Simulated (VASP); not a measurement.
Input of a VASP 6.6.1 run:

The input INCAR:

```
SYSTEM = K
PREC = Accurate
ENCUT = 600
EDIFF = 1E-6
ISMEAR = -1
SIGMA = 0.15
LREAL = .FALSE.
LASPH = .TRUE.
NELM = 100
ALGO = Fast
ISIF = 3
LWAVE = .FALSE.
LCHARG = .FALSE.
GGA = CA
IBRION = 2
NSW = 80
EDIFFG = -0.001
```

File KPOINTS:

```
Automatic mesh
0
G
  12 12 12
  0 0 0
```

The input POSCAR:

```
K
1.0
   -2.5247258096      2.5247258096      2.5247258096
    2.5247258096     -2.5247258096      2.5247258096
    2.5247258096      2.5247258096     -2.5247258096
K
1
Direct
    0.0000000000      0.0000000000      0.0000000000
```

Potentials or basis: VASP PAW LDA potentials, release 64 (K_sv).

Launch:

```sh
$ cat potpaw_LDA.64/K_sv/POTCAR > POTCAR
$ mpirun -np 1 vasp_std > vasp.out
```

**Question.** What does it give for the band gap on the k mesh?

**Answer.** Zero (an odd number of electrons rules out a gap without spin polarisation).

Final structure:
```
K
1.0
    -2.52473    2.52473    2.52473
     2.52473   -2.52473    2.52473
     2.52473    2.52473   -2.52473
K
1
Direct
  0.00000 0.00000 0.00000
```
